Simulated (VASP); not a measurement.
Write the native input for VASP 6.6.1 that does the following.

- Task: single point
- Functional: LDA
- Potentials or basis: VASP PAW LDA potentials, release 64 (Rh_pv)
- Cutoff: 520 eV
- k mesh: 20 × 20 × 20
- Occupations: fermi-dirac, width 0.15 eV
- Spin: no spin polarisation
- Dipole correction: no
- Further INCAR settings: ALGO = Normal; EDIFF = 1e-07; NBANDS = 14

The structure of Rh lies in POSCAR:

```
Rh
1.0
    0.0000000000      1.8787345472      1.8787345472
    1.8787345472      0.0000000000      1.8787345472
    1.8787345472      1.8787345472      0.0000000000
Rh
1
Direct
    0.0000000000      0.0000000000      0.0000000000
```

The input as run:

INCAR

```
SYSTEM = Rh
  ALGO = Normal
  EDIFF = 1E-7
  ENCUT = 520
  GGA = CA
  ISIF = 2
  ISMEAR = -1
  LASPH = .TRUE.
  LCHARG = .FALSE.
  LREAL = .FALSE.
  LWAVE = .FALSE.
  NBANDS = 14
  NELM = 100
  PREC = Accurate
  SIGMA = 0.15
```

KPOINTS

```
k-points
0
G
  20 20 20
  0 0 0
```

Potentials or basis: VASP PAW LDA potentials, release 64 (Rh_pv).

Command:

```bash
$ cat potpaw_LDA.64/Rh_pv/POTCAR > POTCAR
$ mpirun -np 1 vasp_std > vasp.out
```

Results of the run:

| Property | Result |
| --- | --- |
| Pressure | 0.9 GPa |
| Band gap on the k mesh | zero (an odd number of electrons rules out a gap without spin polarisation) |

Wall time 33 s on 1 thread of Intel Xeon 8259CL (shared host), peak memory 0.15 GiB.
